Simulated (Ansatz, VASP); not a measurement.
## Ta: VASP beside Ansatz

```
Ta
1.0
    -1.53942    1.53942    1.78758
     1.53942   -1.53942    1.78758
     1.53942    1.53942   -1.78758
Ta
1
Direct
  0.00000 0.00000 0.00000
```

Alike in both runs: task single point; functional PBEsol; k mesh 22 × 22 × 22; occupations gaussian, width 0.15 eV; no spin polarisation.

|  | VASP | Ansatz |
| --- | --- | --- |
| version | VASP 6.6.1 | Ansatz 0.2.0 |
| potentials or method | VASP PAW PBE potentials, release 64 (Ta_pv), cutoff 520 eV | scalar-relativistic, plane waves, PAW |
| valence electrons in the cell | 11 | 13 |

Ansatz gave:

| Item | Value |
| --- | --- |
| gap on the k mesh at the Fermi level (eV) | none |
| pressure (GPa) | 11.6 |
| traceless stress, the component that is largest in VASP (GPa) | -11.49 |

Problem. Estimate VASP's values.

Solution. gap on the k mesh at the Fermi level (eV): none; pressure (GPa): 11.9; traceless stress, the component that is largest in VASP (GPa): -11.50.

VASP's potentials were made for PBE, not for PBEsol, and Ansatz warns of the same on its side. A gap of «none» marks a metal or a gap that the smearing closes. With one functional, cell and mesh, what is left measures potentials, basis and numerics. VASP's potentials hold 11 valence electrons a cell and Ansatz's 13, so a difference there can come from the potentials and not from the codes.

Spin-orbit coupling is off throughout.
